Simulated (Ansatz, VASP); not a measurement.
One calculation of MgO, two programs

The input INCAR:

```
ALGO     = Normal         # electronic algorithm
EDIFF    = 1E-6           # SCF threshold, eV
ENCUT    = 520            # plane-wave cutoff, eV
GGA      = PE             # functional
ISIF     = 2              # what is computed and relaxed
ISMEAR   = 0              # smearing method
LASPH    = T              # aspherical terms in the spheres
LCHARG   = F              # write CHGCAR
LREAL    = F              # projectors in reciprocal space
LWAVE    = F              # write WAVECAR
NBANDS   = 16             # bands
NELM     = 80             # most SCF steps
PREC     = Accurate       # precision mode
SIGMA    = 0.02           # smearing width, eV
```

File KPOINTS:

```
k-points
0
Gamma
  9 9 6
```

Contents of POSCAR:

```
MgO
1.0
    3.4168594881      0.0070076195      0.0000000000
   -1.7023609676      3.0036202406      0.0000000000
    0.0000000000      0.0000000000      4.1535996789
Mg O
2 2
Direct
    0.7028158814      0.3580306763      0.7593970828
    0.2971841186      0.6419693237      0.2593970828
    0.6247497950      0.3456448736      0.2406029172
    0.3752502050      0.6543551264      0.7406029172
```

Input for Ansatz:

```yaml
crystal:
  lattice:
    - [3.4168594881, 0.0070076195, 0.0]
    - [-1.7023609676, 3.0036202406, 0.0]
    - [0.0, 0.0, 4.1535996789]
  atoms:
    - { symbol: Mg, position: [0.7028158814, 0.3580306763, 0.7593970828] }
    - { symbol: Mg, position: [0.2971841186, 0.6419693237, 0.2593970828] }
    - { symbol: O, position: [0.624749795, 0.3456448736, 0.2406029172] }
    - { symbol: O, position: [0.375250205, 0.6543551264, 0.7406029172] }
basis:
  ecutwfc: 420
kpoints:
  mp_grid: { grid: [9, 9, 6] }
hamiltonian:
  xc: pbe
scf:
  occupations: { method: gaussian, width: 0.02 }
output:
  forces: true
  stress: true
  eigenvalues: true
  populations: true
```

Alike in both runs: task single point; functional PBE; k mesh 9 × 9 × 6; occupations gaussian, width 0.02 eV; no spin polarisation.

|  | VASP | Ansatz |
| --- | --- | --- |
| version | VASP 6.6.1 | Ansatz 0.2.0 |
| potentials or method | VASP PAW PBE potentials, release 64 (Mg, O), cutoff 520 eV | scalar-relativistic, plane waves, PAW |
| valence electrons in the cell | 16 | 32 |

Ansatz gave:

```
gap on the k mesh at the Fermi level (eV)                     : 3.35
least direct gap on the mesh (eV)                             : 3.35
pressure (GPa)                                                : 12.5
traceless stress, the component that is largest in VASP (GPa) : -9.65
rms of the force components (eV/Å)                            : 1.229
```

Problem. Estimate VASP's values.

Solution. gap on the k mesh at the Fermi level (eV): 3.33; least direct gap on the mesh (eV): 3.33; pressure (GPa): 12.1; traceless stress, the component that is largest in VASP (GPa): -9.81; rms of the force components (eV/Å): 1.244.

Atom by atom the forces differ by 0.015 eV/Å (rms over components). VASP's potentials hold 16 valence electrons a cell and Ansatz's 32, so a difference there can come from the potentials and not from the codes.
